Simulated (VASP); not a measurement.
## InP: single point with PBEsol

Crystal: InP.

```xyz
2
Lattice="0.0000 2.8550 2.8550 2.8550 0.0000 2.8550 2.8550 2.8550 0.0000" Properties=species:S:1:pos:R:3 pbc="T T T"
In    0.0000    0.0000    0.0000
P     2.8550    2.8550    2.5425
```

This cell differs from its parent crystal: all P atoms moved +0.312 Å, as atom 2 towards its neighbour atom 1 (In) at 2.855 Å.

| Quantity | Value |
| --- | --- |
| Program | VASP 6.6.1 |
| Task | single point |
| Functional | PBEsol |
| Potentials or basis | VASP PAW PBE potentials, release 64 (In_d, P) |
| Cutoff | 520 eV |
| k mesh | 14 × 14 × 14 |
| Occupations | gaussian, width 0.15 eV |
| Spin | no spin polarisation |

| Quantity | Value |
| --- | --- |
| Pressure | -6.1 GPa |
| Largest force | 0.598 eV/Å |
| Band gap on the k mesh | zero (bands 9 and 10 overlap by 2.36 eV) |

Forces on the atoms (eV/Å):
```
In   0.000  0.000 -0.598
P    0.000  0.000  0.598
```

Stress tensor (GPa, compression positive):
```
-8.86  0.00  0.00
 0.00 -8.86  0.00
 0.00  0.00 -0.60
```

Levels at points of the mesh, in eV from the Fermi level:
```tsv
k point	band 7	band 8	band 9	band 10	band 11	band 12
(0.00, 0.00, 0.00)	-0.28	-0.09	-0.05	-0.05	6.33	6.33
(0.50, 0.00, 0.00)	-6.13	-0.08	0.14	2.39	3.50	3.79
(0.50, 0.50, 0.00)	-4.87	-2.12	-2.01	-2.01	3.98	9.17
(0.00, 0.50, 0.50)	-4.38	-2.78	-1.88	-1.77	3.66	9.35
```

It took 90 s on 1 thread of AMD EPYC 9R45 (Zen 5), with other jobs on the host, peak memory 0.27 GiB.

Caveat: the cell differs from its parent crystal (all P atoms moved +0.312 Å, as atom 2 towards its neighbour atom 1 (In) at 2.855 Å); the stress differs along the axes, from -9 to -1 GPa; the PAW data sets were made with another functional, which shifts forces and pressure a little; spin-orbit coupling is left out, which moves the levels of the heavy elements.
